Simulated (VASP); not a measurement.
## HfGe: single point with PBE

HfGe:

```xyz
2
Lattice="3.4773 0.0000 0.0000 0.0000 3.4773 0.0000 0.0000 0.0000 3.4773" Properties=species:S:1:pos:R:3 pbc="T T T"
Hf    0.0000    0.0000    0.0000
Ge    1.7387    1.7387    1.7387
```

This cell differs from its parent crystal: volume scaled by 0.98.

| Quantity | Value |
| --- | --- |
| Program | VASP 6.6.1 |
| Task | single point |
| Functional | PBE |
| Potentials or basis | VASP PAW PBE potentials, release 64 (Hf_pv, Ge_d) |
| Cutoff | 520 eV |
| k mesh | 8 × 8 × 8 |
| Occupations | fermi-dirac, width 0.05 eV |
| Spin | no spin polarisation |

```
Pressure               : -10.3 GPa
Band gap on the k mesh : zero (band 12 reaches 7.23 eV, above the bottom of band 13 at 5.19 eV)
```

Levels at points of the mesh, in eV from the Fermi level:
```tsv
k point	band 8	band 9	band 10	band 11	band 12	band 13	band 14	band 15	band 16	band 17
(0.00, 0.00, 0.00)	-24.08	-10.81	-1.23	-1.23	1.67	1.67	1.67	3.14	3.14	3.14
(0.50, 0.00, 0.00)	-24.06	-8.53	-5.89	-0.45	-0.37	-0.37	3.41	4.38	6.48	6.60
(0.50, 0.50, 0.00)	-24.05	-8.01	-2.79	-2.79	-1.76	1.50	1.50	3.36	3.67	4.69
(0.50, 0.50, 0.50)	-24.05	-5.91	-3.82	-3.82	-3.82	3.27	3.27	3.27	4.82	4.82
```

Run time: 12 s on 1 thread of Intel(R) Xeon(R) 6975P-C (Granite Rapids), on a shared host, peak memory 0.17 GiB.

Caveat: spin-orbit coupling is left out, which moves the levels of the heavy elements.
